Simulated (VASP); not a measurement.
Here is a VASP 6.6.1 calculation.

The input INCAR:

```
PREC = Accurate
ENCUT = 750
EDIFF = 1E-6
ISMEAR = -1
SIGMA = 0.15
LREAL = F
LASPH = T
NELM = 120
ALGO = Normal
ISIF = 2
LWAVE = F
LCHARG = T
GGA = RP
LELF = T
LVHAR = T
NBANDS = 14
GGA_COMPAT = F
```

Contents of KPOINTS:

```
Automatic mesh
0
Gamma
  6 6 6
```

The input POSCAR:

```
Li
1.0
    4.4544400000      0.0000000000      0.0000000000
    0.0000000000      4.4544400000      0.0000000000
    0.0000000000      0.0000000000      4.4544400000
Li
4
Direct
    0.8745700000      0.1254300000      0.6254300000
    0.3745700000      0.3745700000      0.3745700000
    0.1254300000      0.6254300000      0.8745700000
    0.6254300000      0.8745700000      0.1254300000
```

Potentials or basis: VASP PAW PBE potentials, release 64 (Li_sv).

Command:

```sh
$ cat potpaw_PBE.64/Li_sv/POTCAR > POTCAR
$ mpirun -np 1 vasp_std > vasp.out
```

(1) Predict the pressure.

(2) What does it give for the band gap on the k mesh?

(3) What does it give for the largest force?

Answers

(1) 0.4 GPa.

(2) zero (band 6 reaches 2.77 eV, above the bottom of band 7 at 0.38 eV).

(3) 0.005 eV/Å.

Caveat: the PAW data sets were made with another functional, which shifts forces and pressure a little.
